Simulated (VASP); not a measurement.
The system is TaPb.

```
Ta Pb
1.0
     0.00000    3.04952    3.04952
     3.04952    0.00000    3.04952
     3.04952    3.04952    0.00000
Ta Pb
1 1
Cartesian
  3.0495 3.0495 3.0495
  0.0000 0.0000 0.0000
```

```yaml
Program: VASP 6.6.1
Task: relaxation of cell and atoms
Functional: PBE
Potentials_or_basis: VASP PAW PBE potentials, release 64 (Ta_pv, Pb_d)
Cutoff: 600 eV
k_mesh: 6 × 6 × 6
Occupations: gaussian, width 0.1 eV
Spin: no spin polarisation
```

At the start: pressure -11.6 GPa; volume 28.36 Å³/atom.

How do energy, volume and symmetry change on relaxing?

Over 4 steps the energy falls by 186.1 meV/atom and the volume is 24.01 Å³/atom (-15.3 %); space group Fm-3m (No. 225, to 0.05 Å).

The path:
```
step  energy change (eV)  largest force (eV/Å)  pressure (GPa)  volume (Å³)
   1              0.0000                0.0000          -11.56        56.72
   2             -0.0013                0.0000           21.13        41.53
   3             -0.3720                0.0000           -0.44        48.18
   4             -0.3723                0.0000           -0.07        48.02
```

Final structure:
```
Ta Pb
1.0
     0.00000    2.88482    2.88482
     2.88482    0.00000    2.88482
     2.88482    2.88482    0.00000
Ta Pb
1 1
Cartesian
  2.8848 2.8848 2.8848
  5.7696 5.7696 5.7696
```

Caveat: the volume moved by over 15 % at a fixed basis, so the end points are rough.
